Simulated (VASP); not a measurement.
# Fe (Pm-3m) in VASP: further runs

Fe is run at these levels: RPBE; tasks: single point.

Everything below comes from runs of VASP 6.6.1. Logs are shortened: lines on timing, memory, paths and dates and some standing lists are left out, and cuts for length are marked.

## 1. The cell of the first run

It takes space group Pm-3m (No. 221, cubic). Conventional cell: a = 2.335 Å, b = 2.335 Å, c = 2.335 Å, α = 90.00°, β = 90.00°, γ = 90.00°. Fe (site symmetry m-3m) has 6 Fe at 2.33 Å within 3.1 Å.

## 2. Single point, RPBE, collinear spin, ferromagnetic start (volume scaled by 0.92)

Input file INCAR:

```
ALGO     = Normal         # electronic algorithm
EDIFF    = 1E-6           # SCF threshold, eV
ENCUT    = 520            # plane-wave cutoff, eV
GGA      = RP             # functional
ISIF     = 2              # what is computed and relaxed
ISMEAR   = -1             # smearing method
ISPIN    = 2              # spin polarisation
LASPH    = T              # aspherical terms in the spheres
LCHARG   = F              # write CHGCAR
LMAXMIX  = 4              # l up to which the mixer works
LORBIT   = 11             # projections on sites
LREAL    = F              # projectors in reciprocal space
LWAVE    = F              # write WAVECAR
MAGMOM   = 2.497          # initial moments
NBANDS   = 14             # bands
NELM     = 150            # most SCF steps
PREC     = Accurate       # precision mode
SIGMA    = 0.05           # smearing width, eV
```

Input file KPOINTS:

```
k-points
0
Gamma
  15 15 15
```

Input file POSCAR:

```
Fe
1.0
    2.3345483639      0.0000000000      0.0000000000
    0.0000000000      2.3345483639      0.0000000000
    0.0000000000      0.0000000000      2.3345483639
Fe
1
Direct
    0.0000000000      0.0000000000      0.0000000000
```

Potentials or basis: VASP PAW PBE potentials, release 64 (Fe).

On the command line:

```
$ cat potpaw_PBE.64/Fe/POTCAR > POTCAR
$ mpirun -np 1 vasp_std > vasp.out
```

OUTCAR:

```text
EDIFF = 1E-6
   ENCUT = 520
   GGA = RP
   ISIF = 2
   ISMEAR = -1
   ISPIN = 2
   LASPH = T
   LORBIT = 11
   LREAL = F
   NELM = 150
   PREC = Accurate

 ion  position               nearest neighbor table
   1  0.000  0.000  0.000-

  LATTYP: Found a simple cubic cell.
 ALAT       =     2.3345483639

  Lattice vectors:

 A1 = (   2.3345483639,   0.0000000000,   0.0000000000)
 A2 = (   0.0000000000,   2.3345483639,   0.0000000000)
 A3 = (   0.0000000000,   0.0000000000,   2.3345483639)

Analysis of symmetry for initial positions (statically):
=====================================================================
 Subroutine PRICEL returns:
 Original cell was already a primitive cell.

 Routine SETGRP: Setting up the symmetry group for a
 simple cubic supercell.

 Subroutine GETGRP returns: Found 48 space group operations
 (whereof 48 operations were pure point group operations)
 out of a pool of 48 trial point group operations.

The static configuration has the point symmetry O_h .

Analysis of symmetry for dynamics (positions and initial velocities):
=====================================================================
 Subroutine PRICEL returns:
 Original cell was already a primitive cell.

 Routine SETGRP: Setting up the symmetry group for a
 simple cubic supercell.

 Subroutine GETGRP returns: Found 48 space group operations
 (whereof 48 operations were pure point group operations)
 out of a pool of 48 trial point group operations.

The dynamic configuration has the point symmetry O_h .

Analysis of structural, dynamic, and magnetic symmetry:
=====================================================================
 Subroutine PRICEL returns:
 Original cell was already a primitive cell.

 Routine SETGRP: Setting up the symmetry group for a
 simple cubic supercell.

 Subroutine GETGRP returns: Found 48 space group operations
 (whereof 48 operations were pure point group operations)
 out of a pool of 48 trial point group operations.

The overall configuration has the point symmetry O_h .

 Subroutine INISYM returns: Found 48 space group operations
 (whereof 48 operations are pure point group operations),
 and found     1 'primitive' translations

----------------------------------------------------------------------------------------

                                     Primitive cell

  volume of cell :      12.7236

  direct lattice vectors                    reciprocal lattice vectors
     2.334548364  0.000000000  0.000000000     0.428348376  0.000000000  0.000000000
     0.000000000  2.334548364  0.000000000     0.000000000  0.428348376  0.000000000
     0.000000000  0.000000000  2.334548364     0.000000000  0.000000000  0.428348376

  length of vectors
     2.334548364  2.334548364  2.334548364     0.428348376  0.428348376  0.428348376

  position of ions in fractional coordinates (direct lattice)
     0.000000000  0.000000000  0.000000000

  ion indices of the primitive-cell ions
   primitive index   ion index
                 1           1

----------------------------------------------------------------------------------------

 KPOINTS: k-points

Automatic generation of k-mesh.
 Grid dimensions read from file:
 generate k-points for:   15   15   15

 Generating k-lattice:

  Cartesian coordinates                     Fractional coordinates (reciprocal lattice)
     0.028556558  0.000000000  0.000000000     0.066666667  0.000000000  0.000000000
     0.000000000  0.028556558  0.000000000     0.000000000  0.066666667  0.000000000
     0.000000000  0.000000000  0.028556558     0.000000000  0.000000000  0.066666667

  Length of vectors
     0.028556558  0.028556558  0.028556558

  Shift w.r.t. Gamma in fractional coordinates (k-lattice)
     0.000000000  0.000000000  0.000000000

 Subroutine IBZKPT returns following result:
 ===========================================

 Found    120 irreducible k-points:

 Following reciprocal coordinates:
            Coordinates               Weight
  0.000000  0.000000  0.000000      1.000000
  0.066667  0.000000  0.000000      6.000000
  0.133333  0.000000  0.000000      6.000000
  0.200000  0.000000  0.000000      6.000000
  0.266667  0.000000  0.000000      6.000000
  0.333333  0.000000  0.000000      6.000000
[... 16 lines left out ...]
  0.266667  0.200000  0.000000     24.000000
  0.333333  0.200000  0.000000     24.000000
 [... further k-points ...]
   k-points           NKPTS =    120   k-points in BZ     NKDIM =    120   number of bands    NBANDS=     14
   number of dos      NEDOS =    301   number of ions     NIONS =      1
   total plane-waves  NPLWV =   5832
   dimension x,y,z NGX =    18 NGY =   18 NGZ =   18
   dimension x,y,z NGXF=    36 NGYF=   36 NGZF=   36
   ions per type =               1
   NGX,Y,Z   is equivalent  to a cutoff of  12.82, 12.82, 12.82 a.u.
   NGXF,Y,Z  is equivalent  to a cutoff of  25.64, 25.64, 25.64 a.u.
 SYSTEM =  unknown system
   PREC   = accura    normal or accurate (medium, high low for compatibility)
   ISTART =      0    job   : 0-new  1-cont  2-samecut
   ICHARG =      2    charge: 1-file 2-atom 10-const
   ISPIN  =      2    spin polarized calculation?
   LNONCOLLINEAR =      F non collinear calculations
   LSORBIT =      F    spin-orbit coupling
   LASPH  =      T    aspherical Exc in radial PAW
   ENCUT  =  520.0 eV  38.22 Ry    6.18 a.u.   4.34  4.34  4.34*2*pi/ulx,y,z
   NELM   =    150;   NELMIN=  2; NELMDL= -5     # of ELM steps
   EDIFF  = 0.1E-05   stopping-criterion for ELM
   LREAL  =      F    real-space projection
   EDIFFG = 0.1E-04   stopping-criterion for IOM
   NSW    =      0    number of steps for IOM
   IBRION =     -1    ionic relax: 0-MD 1-quasi-New 2-CG
   NFREE  =      0    steps in history (QN), initial steepest desc. (CG)
   ISIF   =      2    stress and relaxation
   ISYM   =      2    0-nonsym 1-usesym 2-fastsym
   POTIM  = 0.5000    time-step for ionic-motion
   TEBEG  =    0.0;   TEEND  =   0.0 temperature during run
   PSTRESS=    0.0 pullay stress
   NELECT =       8.0000    total number of electrons
   NUPDOWN=      -1.0000    fix difference up-down
   EMIN   =  10.00;   EMAX   =-10.00  energy-range for DOS
   EFERMI =   0.00;   METHOD = LEGACY
   ISMEAR =    -1;   SIGMA  =   0.05  broadening in eV -4-tet -1-fermi 0-gaus
   EFERMI_NEDOS =   21; number of points for ismear=-14 and -15
   IALGO  =     38    algorithm
   IMIX   =      4    mixing-type and parameters
     AMIX     =   0.40;   BMIX     =  1.00
     AMIX_MAG =   1.60;   BMIX_MAG =  1.00
  volume/ion in A,a.u.               =      12.72        85.86
  Fermi-wavevector in a.u.,A,eV,Ry     =   1.402497  2.650335 26.762632  1.966998
  Thomas-Fermi vector in A             =   2.525253
   LORBIT       =     11    0 simple, 1 ext, 2 COOP (PROOUT), +10 PAW based schemes
   GGA     = RP    functional components
   LHFCALC =     F    Hartree Fock is set to
   AEXX    =    0.0000 exact exchange contribution
   IVDW    =     0    specifies the selected vdW correction
   LEPSILON=     F    determine dielectric tensor
   LRPA    =     F    only Hartree local field effects (RPA)
 spin polarized calculation
  energy-cutoff  :      520.00
  volume of cell :       12.72
 maximum number of plane-waves:       354
 NGX is ok and might be reduce to    18
   NGX =  9   NGY =  9   NGZ =  9

 number of electron       7.9999995 magnetization       2.3179784

 Free energy of the ion-electron system (eV)
  ---------------------------------------------------
  ext. energy  EPLUGINS =         0.00000000
  ---------------------------------------------------
  free energy    TOTEN  =        -7.01032870 eV

  energy without entropy =       -7.00453594  energy(sigma->0) =       -7.00743232

 E-fermi :   5.1308     XC(G=0): -12.2916

 val. band max:        5.1249045867   @ k =   0.4000   0.4000   0.2000
 cond. band min:       5.1355109163   @ k =   0.3333   0.3333   0.2000
 fundamental gap:      0.0106063296
 Fermi energy:         5.1307970321

 spin component 1

 k-point     1 :       0.0000    0.0000    0.0000
  band No.  band energies     occupation
      1      -2.8287      1.00000
      2       1.1297      1.00000
      3       1.1297      1.00000
      4       4.6591      0.99992
      5       4.6591      0.99992
      6       4.6591      0.99992
      7      24.4479      0.00000
      8      24.4479      0.00000
      9      24.4480      0.00000
     10      28.3740      0.00000
     11      28.3740      0.00000
     12      32.9621      0.00000
     13      45.4897      0.00000
     14      45.4897      0.00000

 k-point     2 :       0.0667    0.0000    0.0000
  band No.  band energies     occupation
      1      -2.6943      1.00000
      2       1.1517      1.00000
      3       1.2049      1.00000
      4       4.5975      0.99998
      5       4.5975      0.99998
      6       4.6640      0.99991
      7      22.8519      0.00000
      8      24.6337      0.00000
      9      24.6337      0.00000
     10      28.3731      0.00000
     11      29.5040      0.00000
     12      33.6553      0.00000
     13      44.2759      0.00000
     14      45.1618      0.00000
[... 343 lines left out ...]
      1      -0.0354      1.00000
      2       1.7668      1.00000
      3       2.5892      1.00000
      4       3.8231      1.00000
      5       3.9757      1.00000
      6       4.2895      1.00000
      7      15.8409      0.00000
      8      19.8589      0.00000
      9      28.6774      0.00000
     10      30.0358      0.00000
     11      31.5945      0.00000
     12      39.0047      0.00000
     13      40.2618      0.00000
     14      41.3114      0.00000

 k-point    24 :       0.3333    0.2000    0.0000
  band No.  band energies     occupation
      1       0.5724      1.00000
      2       1.8097      1.00000
      3       2.7372      1.00000
      4       3.7429      1.00000
      5       4.3184      1.00000
      6       4.3435      1.00000
      7      13.5818      0.00000
      8      20.8046      0.00000
      9      29.1020      0.00000
     10      30.0076      0.00000
     11      30.6728      0.00000
     12      38.4086      0.00000
     13      39.2095      0.00000
     14      40.8353      0.00000

 [... further k-points ...]

 spin component 2

 k-point     1 :       0.0000    0.0000    0.0000
  band No.  band energies     occupation
      1      -2.5801      1.00000
      2       2.5695      1.00000
      3       2.5701      1.00000
      4       7.7376      0.00000
      5       7.7376      0.00000
      6       7.7384      0.00000
      7      25.0345      0.00000
      8      25.0345      0.00000
      9      25.0345      0.00000
     10      28.7399      0.00000
     11      28.7400      0.00000
     12      32.7835      0.00000
     13      45.8552      0.00000
     14      45.8552      0.00000

 k-point     2 :       0.0667    0.0000    0.0000
  band No.  band energies     occupation
      1      -2.4452      1.00000
      2       2.5953      1.00000
      3       2.6442      1.00000
      4       7.6627      0.00000
      5       7.6634      0.00000
      6       7.7433      0.00000
      7      23.3988      0.00000
      8      25.2305      0.00000
      9      25.2305      0.00000
     10      28.7233      0.00000
     11      29.8387      0.00000
     12      33.5599      0.00000
     13      44.5959      0.00000
     14      45.5678      0.00000
[... 343 lines left out ...]
      1       0.3912      1.00000
      2       3.2702      1.00000
      3       4.0616      1.00000
      4       6.3369      0.00000
      5       6.9201      0.00000
      6       7.3000      0.00000
      7      16.5393      0.00000
      8      20.4864      0.00000
      9      29.4023      0.00000
     10      30.0824      0.00000
     11      32.1676      0.00000
     12      39.3167      0.00000
     13      40.4706      0.00000
     14      42.0010      0.00000

 k-point    24 :       0.3333    0.2000    0.0000
  band No.  band energies     occupation
      1       1.2000      1.00000
      2       3.3628      1.00000
      3       4.2861      1.00000
      4       6.4216      0.00000
      5       6.6506      0.00000
      6       7.3338      0.00000
      7      14.4063      0.00000
      8      21.4057      0.00000
      9      29.5621      0.00000
     10      30.7432      0.00000
     11      30.8197      0.00000
     12      38.6744      0.00000
     13      39.9134      0.00000
     14      41.0800      0.00000

 [... further k-points ...]

------------------------ aborting loop because EDIFF is reached ----------------------------------------

  FORCE on cell =-STRESS in cart. coord.  units (eV):
  Direction    XX          YY          ZZ          XY          YZ          ZX
  --------------------------------------------------------------------------------------
  -------------------------------------------------------------------------------------
  Total        0.8534092      0.8534092      0.8534092      0.0000000      0.0000000      0.0000000
  in kB      107.4630733    107.4630733    107.4630733      0.0000000      0.0000000      0.0000000
  external PRESSURE =     107.4630733 kB  Pullay stress =       0.0000000 kB

 VOLUME and BASIS-vectors are now :
 -----------------------------------------------------------------------------
  energy-cutoff  :      520.00
  volume of cell :       12.72
      direct lattice vectors                 reciprocal lattice vectors
     2.334548364  0.000000000  0.000000000     0.428348376  0.000000000  0.000000000
     0.000000000  2.334548364  0.000000000     0.000000000  0.428348376  0.000000000
     0.000000000  0.000000000  2.334548364     0.000000000  0.000000000  0.428348376

 POSITION                                       TOTAL-FORCE (eV/Angst)
 -----------------------------------------------------------------------------------
      0.00000      0.00000      0.00000         0.000000      0.000000      0.000000
 -----------------------------------------------------------------------------------
    total drift:                                0.000000      0.000000      0.000000

  FREE ENERGIE OF THE ION-ELECTRON SYSTEM (eV)
  ---------------------------------------------------
  free  energy   TOTEN  =        -7.0103286980 eV

  energy  without entropy=       -7.0045359443  energy(sigma->0) =       -7.00743232

 total charge

# of ion       s       p       d       tot
------------------------------------------
    1        0.510   0.437   6.300   7.247

 magnetization (x)

# of ion       s       p       d       tot
------------------------------------------
    1        0.000  -0.015   2.324   2.309
```

Run time: 13 s. Hardware: 1 thread of Intel Xeon 6975P-C (Granite Rapids), shared host; peak memory 0.14 GiB.

What came out:

- Free energy: -7.0103 eV
- Pressure: 10.7 GPa
- Net moment: 2.32 μB per cell
- Site moments: Fe +2.31 μB
- Valence electrons inside the program's atomic spheres: Fe 7.25

Caveat: the PAW data sets were made with another functional, which shifts forces and pressure a little.

(Continued in part 2 of 3.)
